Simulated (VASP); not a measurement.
# Pb (Fm-3m) in VASP: a series of runs

Pb is run at these levels: LDA; tasks: single point.

Program: VASP 6.6.1. These are calculated values, not measurements. Logs are shortened: lines on timing, memory, paths and dates and some standing lists are left out, and cuts for length are marked.

## Step 1: The cell of the first run

It takes space group Fm-3m (No. 225, cubic). Conventional cell: a = 5.015 Å, b = 5.015 Å, c = 5.015 Å, α = 90.00°, β = 90.00°, γ = 90.00°. Pb (site symmetry m-3m) has 12 Pb at 3.55 Å within 4.7 Å.

## Step 2: Single point, LDA, non-collinear spin, zero start, spin-orbit coupling

Input file INCAR:

```
SYSTEM = Pb
PREC = Accurate
ENCUT = 520
EDIFF = 1E-6
ISMEAR = -1
SIGMA = 0.05
LREAL = .False.
LASPH = .True.
NELM = 150
ALGO = Normal
ISIF = 2
LWAVE = .False.
LCHARG = .False.
MAGMOM = 0 0 0
LORBIT = 11
LSORBIT = .True.
GGA_COMPAT = .False.
LORBMOM = .True.
GGA = CA
NBANDS = 25
```

Input file KPOINTS:

```
Automatic mesh
0
Gamma
  9 9 9
  0 0 0
```

Input file POSCAR:

```
Pb
1.0
    0.0000000000      2.5075897876      2.5075897876
    2.5075897876      0.0000000000      2.5075897876
    2.5075897876      2.5075897876      0.0000000000
Pb
1
Direct
    0.0000000000      0.0000000000      0.0000000000
```

Potentials or basis: VASP PAW LDA potentials, release 64 (Pb_d).

Started as:

```console
$ cat potpaw_LDA.64/Pb_d/POTCAR > POTCAR
$ mpirun -np 1 vasp_ncl > vasp.out
```

OUTCAR:

```text
SYSTEM = Pb
   PREC = Accurate
   ENCUT = 520
   EDIFF = 1E-6
   ISMEAR = -1
   LREAL = .False.
   LASPH = .True.
   NELM = 150
   ISIF = 2
   LORBIT = 11
   LSORBIT = .True.
   GGA = CA

 ion  position               nearest neighbor table
   1  0.000  0.000  0.000-

  LATTYP: Found a face centered cubic cell.
 ALAT       =     5.0151795752

  Lattice vectors:

 A1 = (   0.0000000000,   2.5075897876,   2.5075897876)
 A2 = (   2.5075897876,   0.0000000000,   2.5075897876)
 A3 = (   2.5075897876,   2.5075897876,   0.0000000000)

Analysis of symmetry for initial positions (statically):
=====================================================================
 Subroutine PRICEL returns:
 Original cell was already a primitive cell.

 Routine SETGRP: Setting up the symmetry group for a
 face centered cubic supercell.

 Subroutine GETGRP returns: Found 48 space group operations
 (whereof 48 operations were pure point group operations)
 out of a pool of 48 trial point group operations.

The static configuration has the point symmetry O_h .

Analysis of symmetry for dynamics (positions and initial velocities):
=====================================================================
 Subroutine PRICEL returns:
 Original cell was already a primitive cell.

 Routine SETGRP: Setting up the symmetry group for a
 face centered cubic supercell.

 Subroutine GETGRP returns: Found 48 space group operations
 (whereof 48 operations were pure point group operations)
 out of a pool of 48 trial point group operations.

The dynamic configuration has the point symmetry O_h .

Analysis of structural, dynamic, and magnetic symmetry:
=====================================================================
 Subroutine PRICEL returns:
 Original cell was already a primitive cell.

 Routine SETGRP: Setting up the symmetry group for a
 face centered cubic supercell.

 Subroutine GETGRP returns: Found 48 space group operations
 (whereof 48 operations were pure point group operations)
 out of a pool of 48 trial point group operations.

The overall configuration has the point symmetry O_h .

 Subroutine INISYM returns: Found 48 space group operations
 (whereof 48 operations are pure point group operations),
 and found     1 'primitive' translations

----------------------------------------------------------------------------------------

                                     Primitive cell

  volume of cell :      31.5355

  direct lattice vectors                    reciprocal lattice vectors
     0.000000000  2.507589788  2.507589788    -0.199394655  0.199394655  0.199394655
     2.507589788  0.000000000  2.507589788     0.199394655 -0.199394655  0.199394655
     2.507589788  2.507589788  0.000000000     0.199394655  0.199394655 -0.199394655

  length of vectors
     3.546267486  3.546267486  3.546267486     0.345361673  0.345361673  0.345361673

  position of ions in fractional coordinates (direct lattice)
     0.000000000  0.000000000  0.000000000

  ion indices of the primitive-cell ions
   primitive index   ion index
                 1           1

----------------------------------------------------------------------------------------

 KPOINTS: Automatic mesh

Automatic generation of k-mesh.
 Grid dimensions read from file:
 generate k-points for:    9    9    9

 Generating k-lattice:

  Cartesian coordinates                     Fractional coordinates (reciprocal lattice)
    -0.022154962  0.022154962  0.022154962     0.111111111  0.000000000  0.000000000
     0.022154962 -0.022154962  0.022154962     0.000000000  0.111111111  0.000000000
     0.022154962  0.022154962 -0.022154962     0.000000000  0.000000000  0.111111111

  Length of vectors
     0.038373519  0.038373519  0.038373519

  Shift w.r.t. Gamma in fractional coordinates (k-lattice)
     0.000000000  0.000000000  0.000000000

 Subroutine IBZKPT returns following result:
 ===========================================

 Found     35 irreducible k-points:

 Following reciprocal coordinates:
            Coordinates               Weight
  0.000000  0.000000  0.000000      1.000000
  0.111111  0.000000  0.000000      8.000000
  0.222222  0.000000  0.000000      8.000000
  0.333333  0.000000  0.000000      8.000000
  0.444444  0.000000  0.000000      8.000000
  0.111111  0.111111  0.000000      6.000000
[... 16 lines left out ...]
 -0.333333  0.333333  0.000000     12.000000
  0.444444  0.444444  0.000000      6.000000
 [... further k-points ...]
   k-points           NKPTS =     35   k-points in BZ     NKDIM =     35   number of bands    NBANDS=     25
   number of dos      NEDOS =    301   number of ions     NIONS =      1
   total plane-waves  NPLWV =  21952
   dimension x,y,z NGX =    28 NGY =   28 NGZ =   28
   dimension x,y,z NGXF=    56 NGYF=   56 NGZF=   56
   ions per type =               1
   NGX,Y,Z   is equivalent  to a cutoff of  13.13, 13.13, 13.13 a.u.
   NGXF,Y,Z  is equivalent  to a cutoff of  26.25, 26.25, 26.25 a.u.
 SYSTEM =  Pb
   PREC   = accura    normal or accurate (medium, high low for compatibility)
   ISTART =      0    job   : 0-new  1-cont  2-samecut
   ICHARG =      2    charge: 1-file 2-atom 10-const
   ISPIN  =      1    spin polarized calculation?
   LNONCOLLINEAR =      T non collinear calculations
   LSORBIT =      T    spin-orbit coupling
   LASPH  =      T    aspherical Exc in radial PAW
   ENCUT  =  520.0 eV  38.22 Ry    6.18 a.u.   6.59  6.59  6.59*2*pi/ulx,y,z
   NELM   =    150;   NELMIN=  2; NELMDL= -5     # of ELM steps
   EDIFF  = 0.1E-05   stopping-criterion for ELM
   LREAL  =      F    real-space projection
   EDIFFG = 0.1E-04   stopping-criterion for IOM
   NSW    =      0    number of steps for IOM
   IBRION =     -1    ionic relax: 0-MD 1-quasi-New 2-CG
   NFREE  =      0    steps in history (QN), initial steepest desc. (CG)
   ISIF   =      2    stress and relaxation
   ISYM   =      2    0-nonsym 1-usesym 2-fastsym
   POTIM  = 0.5000    time-step for ionic-motion
   TEBEG  =    0.0;   TEEND  =   0.0 temperature during run
   PSTRESS=    0.0 pullay stress
   NELECT =      14.0000    total number of electrons
   NUPDOWN=      -1.0000    fix difference up-down
   EMIN   =  10.00;   EMAX   =-10.00  energy-range for DOS
   EFERMI =   0.00;   METHOD = LEGACY
   ISMEAR =    -1;   SIGMA  =   0.05  broadening in eV -4-tet -1-fermi 0-gaus
   EFERMI_NEDOS =   21; number of points for ismear=-14 and -15
   IALGO  =     38    algorithm
   IMIX   =      4    mixing-type and parameters
     AMIX     =   0.40;   BMIX     =  1.00
     AMIX_MAG =   1.60;   BMIX_MAG =  1.00
  volume/ion in A,a.u.               =      31.54       212.81
  Fermi-wavevector in a.u.,A,eV,Ry     =   1.248871  2.360025 21.220728  1.559680
  Thomas-Fermi vector in A             =   2.382938
   LORBIT       =     11    0 simple, 1 ext, 2 COOP (PROOUT), +10 PAW based schemes
   GGA     = CA    functional components
   LHFCALC =     F    Hartree Fock is set to
   AEXX    =    0.0000 exact exchange contribution
   IVDW    =     0    specifies the selected vdW correction
   LEPSILON=     F    determine dielectric tensor
   LRPA    =     F    only Hartree local field effects (RPA)
  energy-cutoff  :      520.00
  volume of cell :       31.54
 maximum number of plane-waves:      1738
   NGX = 13   NGY = 13   NGZ = 13

 number of electron      14.0000000 magnetization       0.0000000      0.0000000      0.0000000

 number of electron      14.0000002 magnetization       0.0000000      0.0000000     -0.0000000

 number of electron      14.0000002 magnetization      -0.0000000     -0.0000000      0.0000000

 Free energy of the ion-electron system (eV)
  ---------------------------------------------------
  ext. energy  EPLUGINS =         0.00000000
  ---------------------------------------------------
  free energy    TOTEN  =        -4.79550135 eV

  energy without entropy =       -4.79318738  energy(sigma->0) =       -4.79434436

 E-fermi :   6.4258     XC(G=0): -10.2542

 val. band max:        6.1953083588   @ k =  -0.3333   0.3333   0.1111
 cond. band min:       6.4850724812   @ k =  -0.2222   0.3333   0.1111
 fundamental gap:      0.2897641224
 Fermi energy:         6.4258254914

 k-point     1 :       0.0000    0.0000    0.0000
  band No.  band energies     occupation
      1     -11.8223      1.00000
      2     -11.8223      1.00000
      3     -11.8223      1.00000
      4     -11.8223      1.00000
      5      -9.3266      1.00000
      6      -9.3266      1.00000
[... 17 lines left out ...]
     24      18.7081      0.00000
     25      18.7089      0.00000

 k-point     2 :       0.1111    0.0000    0.0000
  band No.  band energies     occupation
      1     -11.8204      1.00000
      2     -11.8204      1.00000
      3     -11.8133      1.00000
      4     -11.8133      1.00000
      5      -9.3146      1.00000
      6      -9.3146      1.00000
[... 17 lines left out ...]
     24      19.2503      0.00000
     25      19.2997      0.00000

 k-point     3 :       0.2222    0.0000    0.0000
  band No.  band energies     occupation
      1     -11.8164      1.00000
      2     -11.8164      1.00000
      3     -11.7918      1.00000
      4     -11.7918      1.00000
      5      -9.2912      1.00000
      6      -9.2912      1.00000
[... 17 lines left out ...]
     24      18.9616      0.00000
     25      19.0048      0.00000

 k-point     4 :       0.3333    0.0000    0.0000
  band No.  band energies     occupation
      1     -11.8127      1.00000
      2     -11.8127      1.00000
      3     -11.7692      1.00000
      4     -11.7692      1.00000
      5      -9.3017      1.00000
      6      -9.3017      1.00000
[... 17 lines left out ...]
     24      17.9997      0.00000
     25      18.2188      0.00000
[... 477 lines left out ...]
 k-point    22 :      -0.4444    0.3333    0.0000
  band No.  band energies     occupation
      1     -11.7890      1.00000
      2     -11.7890      1.00000
      3     -11.7525      1.00000
      4     -11.7525      1.00000
      5      -9.2834      1.00000
      6      -9.2834      1.00000
[... 17 lines left out ...]
     24      22.2378      0.00000
     25      22.5663      0.00000

 k-point    23 :      -0.3333    0.3333    0.0000
  band No.  band energies     occupation
      1     -11.7873      1.00000
      2     -11.7873      1.00000
      3     -11.7523      1.00000
      4     -11.7523      1.00000
      5      -9.2743      1.00000
      6      -9.2743      1.00000
[... 17 lines left out ...]
     24      21.4026      0.00000
     25      21.7528      0.00000

 k-point    24 :       0.4444    0.4444    0.0000
  band No.  band energies     occupation
      1     -11.7980      1.00000
      2     -11.7980      1.00000
      3     -11.7520      1.00000
      4     -11.7520      1.00000
      5      -9.3007      1.00000
      6      -9.3007      1.00000
[... 17 lines left out ...]
     24      24.5865      0.00000
     25      25.2688      0.00000

 [... further k-points ...]
[... 5 lines left out ...]
  --------------------------------------------------------------------------------------
  -------------------------------------------------------------------------------------
  Total       -0.7104887     -0.7104887     -0.7104887      0.0000000      0.0000000     -0.0000000
  in kB      -36.0967630    -36.0967630    -36.0967630      0.0000000      0.0000000     -0.0000000
  external PRESSURE =     -36.0967630 kB  Pullay stress =       0.0000000 kB

 VOLUME and BASIS-vectors are now :
 -----------------------------------------------------------------------------
  energy-cutoff  :      520.00
  volume of cell :       31.54
      direct lattice vectors                 reciprocal lattice vectors
     0.000000000  2.507589788  2.507589788    -0.199394655  0.199394655  0.199394655
     2.507589788  0.000000000  2.507589788     0.199394655 -0.199394655  0.199394655
     2.507589788  2.507589788  0.000000000     0.199394655  0.199394655 -0.199394655

 POSITION                                       TOTAL-FORCE (eV/Angst)
 -----------------------------------------------------------------------------------
      0.00000      0.00000      0.00000         0.000000      0.000000      0.000000
 -----------------------------------------------------------------------------------
    total drift:                               -0.000000      0.000000      0.000000

  FREE ENERGIE OF THE ION-ELECTRON SYSTEM (eV)
  ---------------------------------------------------
  free  energy   TOTEN  =        -4.7955013456 eV

  energy  without entropy=       -4.7931873751  energy(sigma->0) =       -4.79434436

 orbital moment (x)

 # of ion     p       d       tot
 ----------------------------------------
  1         0.000  -0.000  -0.000
 ----------------------------------------
            0.000  -0.000  -0.000

 orbital moment (y)

 # of ion     p       d       tot
 ----------------------------------------
  1        -0.000   0.000   0.000
 ----------------------------------------
           -0.000   0.000   0.000

 orbital moment (z)

 # of ion     p       d       tot
 ----------------------------------------
  1         0.000  -0.000  -0.000
 ----------------------------------------
            0.000  -0.000  -0.000

 Spin-Orbit-Coupling matrix elements

 Ion:    1  E_soc:     -1.1589945
 l=   1
     0.0000000    -0.1243528    -0.1243528
    -0.1243528     0.0000000    -0.1243528
    -0.1243528    -0.1243528     0.0000000
 l=   2
     0.0000000    -0.0138461     0.0000000    -0.0138461    -0.0549668
    -0.0138461     0.0000000    -0.0412251    -0.0138461    -0.0137417
     0.0000000    -0.0412251     0.0000000    -0.0412251     0.0000000
    -0.0138461    -0.0138461    -0.0412251     0.0000000    -0.0137417
    -0.0549668    -0.0137417     0.0000000    -0.0137417     0.0000000
 l=   3
     0.0000000     0.0000000     0.0000000     0.0000000     0.0000000     0.0000000     0.0000000
     0.0000000     0.0000000     0.0000000     0.0000000     0.0000000     0.0000000     0.0000000
     0.0000000     0.0000000     0.0000000     0.0000000     0.0000000     0.0000000     0.0000000
     0.0000000     0.0000000     0.0000000     0.0000000     0.0000000     0.0000000     0.0000000
     0.0000000     0.0000000     0.0000000     0.0000000     0.0000000     0.0000000     0.0000000
     0.0000000     0.0000000     0.0000000     0.0000000     0.0000000     0.0000000     0.0000000
     0.0000000     0.0000000     0.0000000     0.0000000     0.0000000     0.0000000     0.0000000

 total charge

# of ion       s       p       d       tot
------------------------------------------
    1        1.397   0.750   9.805  11.952

 magnetization (x)

# of ion       s       p       d       tot
------------------------------------------
    1        0.000   0.000   0.000   0.000

 magnetization (y)

# of ion       s       p       d       tot
------------------------------------------
    1        0.000   0.000   0.000   0.000

 magnetization (z)

# of ion       s       p       d       tot
------------------------------------------
    1        0.000   0.000  -0.000   0.000
```

It took 21 s on 1 thread of AMD EPYC 9R45 (Zen 5), shared host; peak memory 0.19 GiB.

Results:

```yaml
Free_energy: -4.7955 eV
Pressure: -3.6 GPa
Net_moment: 0.00 μB per cell
Valence_electrons_inside_the_program's_atomic_spheres: Pb 11.95
```

Moments on the atoms (μB; x, y, z):
```
Pb  0.00 0.00 0.00
```

Caveat: the cell stands under tension.

## Step 3: Single point, LDA, non-collinear spin, zero start, spin-orbit coupling

This run uses another cell than the first one, of 32.14 Å³/atom.

Input file INCAR:

```
ALGO = Normal ; EDIFF = 1E-6
ENCUT = 520 ; GGA_COMPAT = F
ISIF = 2 ; ISMEAR = -1
LASPH = T ; LCHARG = F
LORBIT = 11 ; LORBMOM = T
LREAL = F ; LSORBIT = T
LWAVE = F ; MAGMOM = 0 0 0
NBANDS = 25 ; NELM = 150
PREC = Accurate ; SIGMA = 0.05
```

Input file KPOINTS:

```
k-points
0
Gamma
  9 9 9
```

Input file POSCAR:

```
Pb
1.0
    0.0000000000      2.5235621278      2.5235621278
    2.5235621278      0.0000000000      2.5235621278
    2.5235621278      2.5235621278      0.0000000000
Pb
1
Direct
    0.0000000000      0.0000000000      0.0000000000
```

Potentials or basis: VASP PAW LDA potentials, release 64 (Pb_d).

Started as:

```console
$ cat potpaw_LDA.64/Pb_d/POTCAR > POTCAR
$ mpirun -np 1 vasp_ncl > vasp.out
```

Run time: 21 s. Hardware: 1 thread of AMD EPYC 9R45 (Zen 5), shared host; peak memory 0.19 GiB.

The run converged. Its results:

```
Free energy                                           : -4.7812 eV
Pressure                                              : -4.2 GPa
Net moment                                            : 0.00 μB per cell
Valence electrons inside the program's atomic spheres : Pb 11.94
```

Moments on the atoms (μB; x, y, z):
```
Pb  0.00 0.00 0.00
```

Caveat: the cell stands under tension.
